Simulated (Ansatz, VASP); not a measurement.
## One calculation of InSe, two programs

The input INCAR:

```
SYSTEM = InSe
PREC = Accurate ; ENCUT = 520
EDIFF = 1E-6 ; ISMEAR = 0
SIGMA = 0.05 ; LREAL = .False.
LASPH = .True. ; NELM = 80
ALGO = Normal ; ISIF = 2
LWAVE = .False. ; LCHARG = .False.
GGA = PE ; NBANDS = 48
```

KPOINTS

```
Automatic mesh
0
Gamma
  12 12 2
  0 0 0
```

The input POSCAR:

```
InSe
1.0
    4.0896281733      0.0000000000      0.0000000000
   -2.0448140866      3.5417218901      0.0000000000
    0.0000000000      0.0000000000     18.4030146391
In Se
4 4
Direct
    0.3333333333      0.6666666667      0.1732278351
    0.6666666667      0.3333333333      0.6672710923
    0.3333333333      0.6666666667      0.3267721649
    0.6666666667      0.3333333333      0.8327289077
    0.3333333333      0.6666666667      0.5933017236
    0.6666666667      0.3333333333      0.1041856841
    0.3333333333      0.6666666667      0.9066982764
    0.6666666667      0.3333333333      0.3958143159
```

Input for Ansatz:

```yaml
crystal:
  lattice:
    - [4.0896281733, 0.0, 0.0]
    - [-2.0448140866, 3.5417218901, 0.0]
    - [0.0, 0.0, 18.4030146391]
  atoms:
    - { symbol: In, position: [0.3333333333, 0.6666666667, 0.1732278351] }
    - { symbol: In, position: [0.6666666667, 0.3333333333, 0.6672710923] }
    - { symbol: In, position: [0.3333333333, 0.6666666667, 0.3267721649] }
    - { symbol: In, position: [0.6666666667, 0.3333333333, 0.8327289077] }
    - { symbol: Se, position: [0.3333333333, 0.6666666667, 0.5933017236] }
    - { symbol: Se, position: [0.6666666667, 0.3333333333, 0.1041856841] }
    - { symbol: Se, position: [0.3333333333, 0.6666666667, 0.9066982764] }
    - { symbol: Se, position: [0.6666666667, 0.3333333333, 0.3958143159] }
basis:
  ecutwfc: 420
kpoints:
  mp_grid: { grid: [12, 12, 2] }
hamiltonian:
  xc: pbe
scf:
  occupations: { method: gaussian, width: 0.05 }
output:
  forces: true
  stress: true
  eigenvalues: true
  write_density: true
  write_potential: true
  elf: true
  volumetric_format: npy
```

Change from the starting cell: mode 11 (99.7 1/cm) frozen in, largest displacement -0.200 Å.

Alike in both runs: task single point; functional PBE; k mesh 12 × 12 × 2; occupations gaussian, width 0.05 eV; no spin polarisation.

|  | VASP | Ansatz |
| --- | --- | --- |
| version | VASP 6.6.1 | Ansatz 0.2.0 |
| potentials or method | VASP PAW PBE potentials, release 64 (In_d, Se), cutoff 520 eV | scalar-relativistic, plane waves, PAW |
| valence electrons in the cell | 76 | 116 |

Ansatz gave:

```
gap on the k mesh at the Fermi level (eV)                     : 0.60
least direct gap on the mesh (eV)                             : 0.60
pressure (GPa)                                                : -1.1
traceless stress, the component that is largest in VASP (GPa) : -1.02
rms of the force components (eV/Å)                            : 0.166
```

**Question.** Which values does VASP return?

**Answer.** gap on the k mesh at the Fermi level (eV): 0.59; least direct gap on the mesh (eV): 0.59; pressure (GPa): -1.1; traceless stress, the component that is largest in VASP (GPa): -1.02; rms of the force components (eV/Å): 0.164.

Atom by atom the forces differ by 0.007 eV/Å (rms over components). The functional is the same, so the differences come from potentials, cutoffs and numerics. VASP's potentials hold 76 valence electrons a cell and Ansatz's 116, so a difference there can come from the potentials and not from the codes.
